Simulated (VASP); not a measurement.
# C (P1) in VASP: a series of runs, part 2 of 2

VASP 6.6.1.

## 3. Single point, PBE

Contents of INCAR:

```
SYSTEM = C
  PREC = Accurate
  ENCUT = 520
  EDIFF = 1E-6
  ISMEAR = -1
  SIGMA = 0.24
  LREAL = Auto
  LASPH = .True.
  NELM = 100
  ALGO = Normal
  ISIF = 2
  LWAVE = .False.
  LCHARG = .False.
  GGA = PE
  NBANDS = 46
```

Contents of KPOINTS:

```
regular mesh
0
Gamma
  3 3 3
  0 0 0
```

Contents of POSCAR:

```
C
1.0
    0.0000000000      3.6852400000      3.6852400000
    3.6852400000      0.0000000000      3.6852400000
    3.6852400000      3.6852400000      0.0000000000
C
16
Direct
    0.0253172114      0.0138389901     -0.0611900446
    0.1073742823      0.1322844645      0.0764672043
   -0.0283563621      0.0029034744      0.4388316636
    0.0997492701      0.1295980723      0.5714688867
    0.0079235002      0.4918268552     -0.0405943711
    0.1213625164      0.6207872486      0.0762094192
   -0.0096737255      0.4846767103      0.4721402134
    0.0964251989      0.6107200617      0.6021995854
    0.5193420239     -0.0246659648     -0.0426023814
    0.6468913829      0.0973749335      0.0739029208
    0.4885027841     -0.0182756076      0.4795210081
    0.6195797289      0.1066959004      0.5799622277
    0.5168320109      0.4867389912     -0.0874976935
    0.6459823512      0.5773029708      0.0942679446
    0.4895339245      0.4571886770      0.4836184346
    0.6066090675      0.6217234156      0.5622157580
```

Potentials or basis: VASP PAW PBE potentials, release 64 (C).

Launch:

```
cat potpaw_PBE.64/C/POTCAR > POTCAR
mpirun -np 1 vasp_std > vasp.out
```

OUTCAR:

```text
SYSTEM = C
   PREC = Accurate
   ENCUT = 520
   EDIFF = 1E-6
   ISMEAR = -1
   LREAL = Auto
   LASPH = .True.
   NELM = 100
   ISIF = 2
   GGA = PE

 ion  position               nearest neighbor table
   1  0.025  0.014  0.939-   2 1.45   4 1.59  10 1.62   6 1.68
   2  0.107  0.132  0.076-   1 1.45   5 1.53   3 1.55   9 1.76
   3  0.972  0.003  0.439-  12 1.50   2 1.55   4 1.65   8 1.68
   4  0.100  0.130  0.571-   7 1.52   1 1.59   3 1.65  11 1.66
   5  0.008  0.492  0.959-   8 1.53   6 1.53   2 1.53  14 1.55
   6  0.121  0.621  0.076-   5 1.53   1 1.68   7 1.68  13 1.69
[... 8 lines left out ...]
  15  0.490  0.457  0.484-  12 1.49  16 1.55  14 1.66   8 1.68
  16  0.607  0.622  0.562-  13 1.50  11 1.54  15 1.55   7 1.64

  LATTYP: Found a face centered cubic cell.
 ALAT       =     7.3704800000

  Lattice vectors:

 A1 = (   0.0000000000,   3.6852400000,   3.6852400000)
 A2 = (   3.6852400000,   0.0000000000,   3.6852400000)
 A3 = (   3.6852400000,   3.6852400000,   0.0000000000)

Analysis of symmetry for initial positions (statically):
=====================================================================
 Subroutine PRICEL returns:
 Original cell was already a primitive cell.

 Routine SETGRP: Setting up the symmetry group for a
 face centered cubic supercell.

 Subroutine GETGRP returns: Found  1 space group operations
 (whereof  1 operations were pure point group operations)
 out of a pool of 48 trial point group operations.

The static configuration has the point symmetry C_1 .

Analysis of symmetry for dynamics (positions and initial velocities):
=====================================================================
 Subroutine PRICEL returns:
 Original cell was already a primitive cell.

 Routine SETGRP: Setting up the symmetry group for a
 face centered cubic supercell.

 Subroutine GETGRP returns: Found  1 space group operations
 (whereof  1 operations were pure point group operations)
 out of a pool of 48 trial point group operations.

The dynamic configuration has the point symmetry C_1 .

 Subroutine INISYM returns: Found  1 space group operations
 (whereof  1 operations are pure point group operations),
 and found     1 'primitive' translations

----------------------------------------------------------------------------------------

                                     Primitive cell

  volume of cell :     100.0984

  direct lattice vectors                    reciprocal lattice vectors
     0.000000000  3.685240000  3.685240000    -0.135676374  0.135676374  0.135676374
     3.685240000  0.000000000  3.685240000     0.135676374 -0.135676374  0.135676374
     3.685240000  3.685240000  0.000000000     0.135676374  0.135676374 -0.135676374

  length of vectors
     5.211716389  5.211716389  5.211716389     0.234998373  0.234998373  0.234998373

  position of ions in fractional coordinates (direct lattice)
     0.025317211  0.013838990  0.938809955
     0.107374282  0.132284465  0.076467204
     0.971643638  0.002903474  0.438831664
     0.099749270  0.129598072  0.571468887
     0.007923500  0.491826855  0.959405629
[... 55 lines left out ...]
 Found     14 irreducible k-points:

 Following reciprocal coordinates:
            Coordinates               Weight
  0.000000  0.000000  0.000000      1.000000
  0.333333  0.000000  0.000000      2.000000
  0.000000  0.333333  0.000000      2.000000
  0.000000  0.000000  0.333333      2.000000
  0.333333  0.333333  0.333333      2.000000
  0.333333  0.333333  0.000000      2.000000
  0.000000  0.333333  0.333333      2.000000
  0.333333  0.000000  0.333333      2.000000
 -0.333333  0.333333  0.000000      2.000000
  0.000000 -0.333333  0.333333      2.000000
  0.333333  0.000000 -0.333333      2.000000
  0.333333  0.333333 -0.333333      2.000000
 -0.333333  0.333333 -0.333333      2.000000
  0.333333 -0.333333 -0.333333      2.000000
   k-points           NKPTS =     14   k-points in BZ     NKDIM =     14   number of bands    NBANDS=     46
   number of dos      NEDOS =    301   number of ions     NIONS =     16
   total plane-waves  NPLWV =  64000
   dimension x,y,z NGX =    40 NGY =   40 NGZ =   40
   dimension x,y,z NGXF=    80 NGYF=   80 NGZF=   80
   ions per type =              16
   NGX,Y,Z   is equivalent  to a cutoff of  12.76, 12.76, 12.76 a.u.
   NGXF,Y,Z  is equivalent  to a cutoff of  25.52, 25.52, 25.52 a.u.
 SYSTEM =  C
   PREC   = accura    normal or accurate (medium, high low for compatibility)
   ISTART =      0    job   : 0-new  1-cont  2-samecut
   ICHARG =      2    charge: 1-file 2-atom 10-const
   ISPIN  =      1    spin polarized calculation?
   LNONCOLLINEAR =      F non collinear calculations
   LSORBIT =      F    spin-orbit coupling
   LASPH  =      T    aspherical Exc in radial PAW
   ENCUT  =  520.0 eV  38.22 Ry    6.18 a.u.   9.69  9.69  9.69*2*pi/ulx,y,z
   NELM   =    100;   NELMIN=  2; NELMDL= -5     # of ELM steps
   EDIFF  = 0.1E-05   stopping-criterion for ELM
   LREAL  =      T    real-space projection
   EDIFFG = 0.1E-04   stopping-criterion for IOM
   NSW    =      0    number of steps for IOM
[... 5 lines left out ...]
   TEBEG  =    0.0;   TEEND  =   0.0 temperature during run
   PSTRESS=    0.0 pullay stress
   NELECT =      64.0000    total number of electrons
   NUPDOWN=      -1.0000    fix difference up-down
   EMIN   =  10.00;   EMAX   =-10.00  energy-range for DOS
   EFERMI =   0.00;   METHOD = LEGACY
   ISMEAR =    -1;   SIGMA  =   0.24  broadening in eV -4-tet -1-fermi 0-gaus
   EFERMI_NEDOS =   21; number of points for ismear=-14 and -15
   IALGO  =     38    algorithm
   IMIX   =      4    mixing-type and parameters
     AMIX     =   0.40;   BMIX     =  1.00
     AMIX_MAG =   1.60;   BMIX_MAG =  1.00
  volume/ion in A,a.u.               =       6.26        42.22
  Fermi-wavevector in a.u.,A,eV,Ry     =   1.410346  2.665168 27.063025  1.989076
  Thomas-Fermi vector in A             =   2.532309
   LORBIT       =      0    0 simple, 1 ext, 2 COOP (PROOUT), +10 PAW based schemes
   GGA     = PE    functional components
   LHFCALC =     F    Hartree Fock is set to
   AEXX    =    0.0000 exact exchange contribution
   IVDW    =     0    specifies the selected vdW correction
   LEPSILON=     F    determine dielectric tensor
   LRPA    =     F    only Hartree local field effects (RPA)
 non-spin polarized calculation
  energy-cutoff  :      520.00
  volume of cell :      100.10
 maximum number of plane-waves:      2733
   NGX = 19   NGY = 19   NGZ = 19

 number of electron      64.0000000 magnetization

 Free energy of the ion-electron system (eV)
  ---------------------------------------------------
  ext. energy  EPLUGINS =         0.00000000
  ---------------------------------------------------
  free energy    TOTEN  =      -140.43784490 eV

  energy without entropy =     -140.43484991  energy(sigma->0) =     -140.43634740

 E-fermi :  10.2734     XC(G=0): -12.7713

 val. band max:        9.1594664061   @ k =   0.0000   0.0000   0.0000
 cond. band min:      11.7260600595   @ k =   0.0000   0.0000   0.0000
 fundamental gap:      2.5665936535
 Fermi energy:        10.2733773829

 k-point     1 :       0.0000    0.0000    0.0000
  band No.  band energies     occupation
      1     -12.0348      2.00000
      2      -7.4281      2.00000
      3      -7.0113      2.00000
      4      -6.7329      2.00000
      5      -6.2923      2.00000
      6      -4.6573      2.00000
[... 647 lines left out ...]
     43      16.7800      0.00000
     44      17.1766      0.00000
 [bands above 44 left out]

------------------------ aborting loop because EDIFF is reached ----------------------------------------

  FORCE on cell =-STRESS in cart. coord.  units (eV):
  Direction    XX          YY          ZZ          XY          YZ          ZX
  --------------------------------------------------------------------------------------
  -------------------------------------------------------------------------------------
  Total      -15.6257101    -17.3947113    -16.8171193     -0.8352674      0.1258733     -0.1879832
  in kB     -250.1053722   -278.4200341   -269.1750868    -13.3693032      2.0147305     -3.0088619
  external PRESSURE =    -265.9001644 kB  Pullay stress =       0.0000000 kB

 VOLUME and BASIS-vectors are now :
 -----------------------------------------------------------------------------
  energy-cutoff  :      520.00
  volume of cell :      100.10
      direct lattice vectors                 reciprocal lattice vectors
     0.000000000  3.685240000  3.685240000    -0.135676374  0.135676374  0.135676374
     3.685240000  0.000000000  3.685240000     0.135676374 -0.135676374  0.135676374
     3.685240000  3.685240000  0.000000000     0.135676374  0.135676374 -0.135676374

 POSITION                                       TOTAL-FORCE (eV/Angst)
 -----------------------------------------------------------------------------------
      3.51074      3.55304      0.14430        -2.246814     -3.014219     -6.874423
      0.76930      0.67750      0.88320        -1.414254      3.977708      2.225619
      1.62790      5.19794      3.59144         0.322614      4.207606      0.699222
      2.58360      2.47360      0.84520        -0.470474      3.096783      1.102642
      5.34814      3.56484      1.84170         0.941377     -1.403984     -1.870393
      2.56860      0.72810      2.73500        -0.331452      2.232808      2.289560
[... 8 lines left out ...]
      3.46710      3.58630      3.48890        -0.107439     -4.353198      3.288284
      4.36310      4.30740      4.52670         0.503163      3.832547     -0.091043
 -----------------------------------------------------------------------------------
    total drift:                                0.004172     -0.012863     -0.005299

  FREE ENERGIE OF THE ION-ELECTRON SYSTEM (eV)
  ---------------------------------------------------
  free  energy   TOTEN  =      -140.4378448953 eV

  energy  without entropy=     -140.4348499080  energy(sigma->0) =     -140.43634740
```

It took 3 min on 1 thread of AMD EPYC 7R43 (Zen 3), shared host; peak memory 0.21 GiB.

Results:

```yaml
Free_energy: -140.4378 eV
Pressure: -26.6 GPa
Largest_force: 7.835 eV/Å
Band_gap_on_the_k_mesh: 2.57 eV
```

Forces on the atoms (eV/Å):
```
C   -2.247 -3.014 -6.874
C   -1.414  3.978  2.226
C    0.323  4.208  0.699
C   -0.470  3.097  1.103
C    0.941 -1.404 -1.870
C   -0.331  2.233  2.290
C   -1.431 -3.360  1.186
C   -2.037 -0.183  2.547
C    0.111  0.505 -1.544
C    1.663 -2.005  0.546
C   -3.016 -4.602  1.061
C    1.422  1.554 -1.947
C    4.311  4.021 -3.153
C    1.781 -4.506  0.536
C   -0.107 -4.353  3.288
C    0.503  3.833 -0.091
```

Caveat: the k points lie up to 0.49 Å⁻¹ apart; the atoms stand as in a frame of molecular dynamics; forces of over 1 eV/Å act on the atoms, so gaps and moduli don't describe the material at rest. A k mesh can miss the band edges.
